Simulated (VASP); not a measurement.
# H2C18O in VASP: single point with PBE+D3(BJ)

Aim: the single point of H2C18O with PBE+D3(BJ).

Everything below comes from runs of VASP 6.6.1. Logs are shortened: lines on timing, memory, paths and dates and some standing lists are left out, and cuts for length are marked.

### 1 The cell of the first run

The cell holds a slab with vacuum, 21 atoms: a = 7.398 Å, b = 7.398 Å, c = 13.000 Å, α = 90.00°, β = 90.00°, γ = 120.00°.

### 2 Single point, PBE+D3(BJ)

The input, INCAR:

```
SYSTEM = H2C18O
ALGO     = Normal         ! electronic algorithm
EDIFF    = 1E-7           ! SCF threshold, eV
ENCUT    = 520            ! plane-wave cutoff, eV
GGA      = PE             ! functional
ISIF     = 2              ! what is computed and relaxed
ISMEAR   = -1             ! smearing method
IVDW     = 12             ! dispersion correction
LASPH    = .TRUE.         ! aspherical terms in the spheres
LCHARG   = .TRUE.         ! write CHGCAR
LELF     = .TRUE.         ! ELF
LREAL    = Auto         
LVHAR    = .TRUE.       
LWAVE    = .FALSE.        ! write WAVECAR
NBANDS   = 56             ! bands
NELM     = 100            ! most SCF steps
PREC     = Accurate       ! precision mode
SIGMA    = 0.05           ! smearing width, eV
```

The input, KPOINTS:

```
k-points
0
G
  2 2 1
  0 0 0
```

The input, POSCAR:

```
H2C18O
1.0
    7.3980000000      0.0000000000      0.0000000000
   -3.6990000000      6.4068560000      0.0000000000
    0.0000000000      0.0000000000     13.0000000000
C O H
18 1 2
Direct
    0.0054866079      0.0032981109      0.0580426863
    0.2266132026      0.1139234812      0.0581519236
    0.0047943770      0.3357306203      0.0580221161
    0.2272421953      0.4468666864      0.0581853316
    0.0044716110      0.6696428718      0.0582493102
    0.2274679028      0.7811762303      0.0581678343
    0.3380009888      0.0023426798      0.0580992793
    0.5604995468      0.1136720134      0.0579494109
    0.3377882787      0.3363340352      0.0582030539
    0.5607868566      0.4477945225      0.0582189599
    0.3386569849      0.6698794975      0.0581715159
    0.5598309068      0.7803579932      0.0580492020
    0.6711750676      0.0030341543      0.0578764192
    0.8943950925      0.1146403949      0.0578357493
    0.6721101793      0.3366877142      0.0580988987
    0.8932711012      0.4472191186      0.0581308773
    0.6714380153      0.6689359148      0.0581808219
    0.8939693896      0.7802325018      0.0581789274
    0.6860366041      0.0458030730      0.3155424579
    0.6660390295      0.0158852551      0.2423228251
    0.6816509618     -0.0769025694      0.3447842991
```

Potentials or basis: VASP PAW PBE potentials, release 64 (C, O, H).

Run with:

```sh
$ cat potpaw_PBE.64/C/POTCAR potpaw_PBE.64/O/POTCAR potpaw_PBE.64/H/POTCAR > POTCAR
$ mpirun -np 1 vasp_std > vasp.out
```

OUTCAR:

```text
SYSTEM = H2C18O
   EDIFF = 1E-7
   ENCUT = 520
   GGA = PE
   ISIF = 2
   ISMEAR = -1
   IVDW = 12
   LASPH = .TRUE.
   LREAL = Auto
   NELM = 100
   PREC = Accurate
 IVDW          = 12

 ion  position               nearest neighbor table
   1  0.005  0.003  0.058-   2 1.42  14 1.43  18 1.43
   2  0.227  0.114  0.058-   1 1.42   9 1.42   7 1.43
   3  0.005  0.336  0.058-  14 1.42   4 1.43  16 1.43
   4  0.227  0.447  0.058-   9 1.42   3 1.43  11 1.43
   5  0.004  0.670  0.058-  18 1.42  16 1.43   6 1.43
   6  0.227  0.781  0.058-   7 1.42  11 1.43   5 1.43
[... 10 lines left out ...]
  17  0.671  0.669  0.058-  10 1.42  18 1.43  12 1.43
  18  0.894  0.780  0.058-   5 1.42  17 1.43   1 1.43
  19  0.686  0.046  0.316-  21 0.97  20 0.97
  20  0.666  0.016  0.242-  19 0.97
  21  0.682  0.923  0.345-  19 0.97

  LATTYP: Found a hexagonal cell.
 ALAT       =     7.3980000000
 C/A-ratio  =     1.7572316842

  Lattice vectors:

 A1 = (   7.3980000000,   0.0000000000,   0.0000000000)
 A2 = (  -3.6990000000,   6.4068560000,   0.0000000000)
 A3 = (   0.0000000000,   0.0000000000,  13.0000000000)

Analysis of symmetry for initial positions (statically):
=====================================================================
 Subroutine PRICEL returns:
 Original cell was already a primitive cell.

 Routine SETGRP: Setting up the symmetry group for a
 hexagonal supercell.

 Subroutine GETGRP returns: Found  1 space group operations
 (whereof  1 operations were pure point group operations)
 out of a pool of 24 trial point group operations.

The static configuration has the point symmetry C_1 .

Analysis of symmetry for dynamics (positions and initial velocities):
=====================================================================
 Subroutine PRICEL returns:
 Original cell was already a primitive cell.

 Routine SETGRP: Setting up the symmetry group for a
 hexagonal supercell.

 Subroutine GETGRP returns: Found  1 space group operations
 (whereof  1 operations were pure point group operations)
 out of a pool of 24 trial point group operations.

The dynamic configuration has the point symmetry C_1 .

 Subroutine INISYM returns: Found  1 space group operations
 (whereof  1 operations are pure point group operations),
 and found     1 'primitive' translations

[... 114 lines left out ...]
   NSW    =      0    number of steps for IOM
   IBRION =     -1    ionic relax: 0-MD 1-quasi-New 2-CG
   NFREE  =      0    steps in history (QN), initial steepest desc. (CG)
   ISIF   =      2    stress and relaxation
   ISYM   =      2    0-nonsym 1-usesym 2-fastsym
   POTIM  = 0.5000    time-step for ionic-motion
   TEBEG  =    0.0;   TEEND  =   0.0 temperature during run
   PSTRESS=    0.0 pullay stress
   NELECT =      80.0000    total number of electrons
   NUPDOWN=      -1.0000    fix difference up-down
   EMIN   =  10.00;   EMAX   =-10.00  energy-range for DOS
   EFERMI =   0.00;   METHOD = LEGACY
   ISMEAR =    -1;   SIGMA  =   0.05  broadening in eV -4-tet -1-fermi 0-gaus
   EFERMI_NEDOS =   21; number of points for ismear=-14 and -15
   IALGO  =     38    algorithm
   IMIX   =      4    mixing-type and parameters
     AMIX     =   0.40;   BMIX     =  1.00
     AMIX_MAG =   1.60;   BMIX_MAG =  1.00
  volume/ion in A,a.u.               =      29.34       198.01
  Fermi-wavevector in a.u.,A,eV,Ry     =   0.828967  1.566521  9.349739  0.687186
  Thomas-Fermi vector in A             =   1.941434
   LORBIT       =      0    0 simple, 1 ext, 2 COOP (PROOUT), +10 PAW based schemes
   GGA     = PE    functional components
   LHFCALC =     F    Hartree Fock is set to
   AEXX    =    0.0000 exact exchange contribution
   IVDW    =    12    specifies the selected vdW correction
   LEPSILON=     F    determine dielectric tensor
   LRPA    =     F    only Hartree local field effects (RPA)
 non-spin polarized calculation
  energy-cutoff  :      520.00
  volume of cell :      616.17
 maximum number of plane-waves:     16651
 NGX is ok and might be reduce to    56
   NGX = 27   NGY = 27   NGZ = 49

 number of electron      79.9999999 magnetization

 Free energy of the ion-electron system (eV)
  ---------------------------------------------------
  ext. energy  EPLUGINS =         0.00000000
  ---------------------------------------------------
  free energy    TOTEN  =      -179.88740416 eV

  energy without entropy =     -179.82786180  energy(sigma->0) =     -179.85763298

 E-fermi :  -2.0211     XC(G=0):  -3.7847

 val. band max:       -2.0590223466   @ k =   0.0000   0.0000   0.0000
 cond. band min:      -1.9800087784   @ k =   0.0000   0.0000   0.0000
 fundamental gap:      0.0790135682
 Fermi energy:        -2.0211272135

 k-point     1 :       0.0000    0.0000    0.0000
  band No.  band energies     occupation
      1     -22.6617      2.00000
      2     -21.5410      2.00000
      3     -18.9958      2.00000
      4     -18.9784      2.00000
      5     -18.9673      2.00000
      6     -18.9585      2.00000
[... 209 lines left out ...]
     51       3.8120      0.00000
     52       3.9413      0.00000
 [bands above 52 left out]

------------------------ aborting loop because EDIFF is reached ----------------------------------------

 Edisp (eV)   -1.71446

 E8    (eV) :    -0.5247

  FORCE on cell =-STRESS in cart. coord.  units (eV):
  Direction    XX          YY          ZZ          XY          YZ          ZX
  --------------------------------------------------------------------------------------
  -------------------------------------------------------------------------------------
  Total       0.99312     1.04489    -0.03356     0.03367    -0.04141     0.02477
  in kB       2.58231     2.71693    -0.08726     0.08755    -0.10768     0.06440
  external pressure =        1.74 kB  Pullay stress =        0.00 kB

 VOLUME and BASIS-vectors are now :
 -----------------------------------------------------------------------------
  energy-cutoff  :      520.00
  volume of cell :      616.17
      direct lattice vectors                 reciprocal lattice vectors
     7.398000000  0.000000000  0.000000000     0.135171668  0.078041398  0.000000000
    -3.699000000  6.406856000  0.000000000     0.000000000  0.156082796  0.000000000
     0.000000000  0.000000000 13.000000000     0.000000000  0.000000000  0.076923077

 POSITION                                       TOTAL-FORCE (eV/Angst)
 -----------------------------------------------------------------------------------
      0.02839      0.02113      0.75455        -0.000931      0.006129      0.001901
      1.25508      0.72989      0.75598        -0.005411     -0.000572      0.000015
     -1.20640      2.15098      0.75429         0.000126     -0.001569     -0.000827
      0.02818      2.86301      0.75641         0.008340     -0.001367     -0.002355
     -2.44393      4.29031      0.75724        -0.009488      0.001587      0.001670
     -1.20676      5.00488      0.75618         0.006399      0.007746     -0.004417
[... 13 lines left out ...]
      4.86860      0.10177      3.15020        -0.021437      0.012930     -0.120343
      1.62832      5.91415      4.48220         0.048666     -0.079237      0.090408
 -----------------------------------------------------------------------------------
    total drift:                                0.001875     -0.015721     -0.042817

  FREE ENERGIE OF THE ION-ELECTRON SYSTEM (eV)
  ---------------------------------------------------
  free  energy   TOTEN  =      -181.6018685167 eV

  energy  without entropy=     -181.5423261585  energy(sigma->0) =     -181.57209734
```

OSZICAR:

```text
N       E                     dE             d eps       ncg     rms          rms(c)
DAV:   1     0.680001426941E+03    0.68000E+03   -0.31717E+04   448   0.112E+03
DAV:   2    -0.818107988263E+02   -0.76181E+03   -0.72857E+03   664   0.278E+02
DAV:   3    -0.189873379789E+03   -0.10806E+03   -0.10734E+03   544   0.109E+02
[... 17 lines left out ...]
DAV:  21    -0.179887402757E+03   -0.25666E-05   -0.27996E-07   448   0.118E-03    0.299E-04
DAV:  22    -0.179887403361E+03   -0.60448E-06   -0.40867E-08   312   0.658E-04    0.177E-04
DAV:  23    -0.179887403847E+03   -0.48561E-06   -0.43975E-08   328   0.480E-04    0.162E-04
DAV:  24    -0.179887404079E+03   -0.23178E-06   -0.12867E-08   304   0.287E-04    0.737E-05
DAV:  25    -0.179887404157E+03   -0.78355E-07   -0.48835E-09   312   0.192E-04
   1 F= -.18160187E+03 E0= -.18157210E+03  d E =-.595424E-01
```

Wall time 3.8 min (1 thread of AMD EPYC 9R45 (Zen 5), shared host); peak memory 0.6 GiB.

What came out:

* Free energy: -181.6019 eV
* Largest force: 0.130 eV/Å
* Band gap on the k mesh: 0.08 eV, direct
* Dispersion energy per atom: -0.082 eV

Forces in eV/Å, atoms in the order of the input:
```
C   -0.001  0.006  0.002
C   -0.005 -0.001  0.000
C    0.000 -0.002 -0.001
C    0.008 -0.001 -0.002
C   -0.009  0.002  0.002
C    0.006  0.008 -0.004
C    0.007 -0.009 -0.003
C    0.008 -0.003  0.004
C   -0.008  0.003 -0.005
C    0.000  0.007  0.004
C    0.009  0.003 -0.002
C   -0.005  0.002 -0.003
C   -0.006 -0.010 -0.003
C   -0.002  0.000  0.004
C    0.007  0.010  0.002
C   -0.005 -0.007 -0.002
C   -0.005 -0.001 -0.004
C    0.002 -0.008  0.004
O   -0.029  0.067  0.039
H   -0.021  0.013 -0.120
H    0.049 -0.079  0.090
```

Levels at points of the mesh, in eV from the valence-band top:
```
           k point  band 38  band 39  band 40  band 41  band 42  band 43
(0.00, 0.00, 0.00)    -2.52    -0.02     0.00     0.08     0.09     3.15
(0.50, 0.00, 0.00)    -2.59    -2.48    -2.31     1.72     2.53     2.54
(0.00, 0.50, 0.00)    -2.59    -2.48    -2.32     1.71     2.52     2.54
(0.50, 0.50, 0.00)    -2.60    -2.48    -2.31     1.71     2.51     2.55
```

Caveat: the k points lie up to 0.49 Å⁻¹ apart.
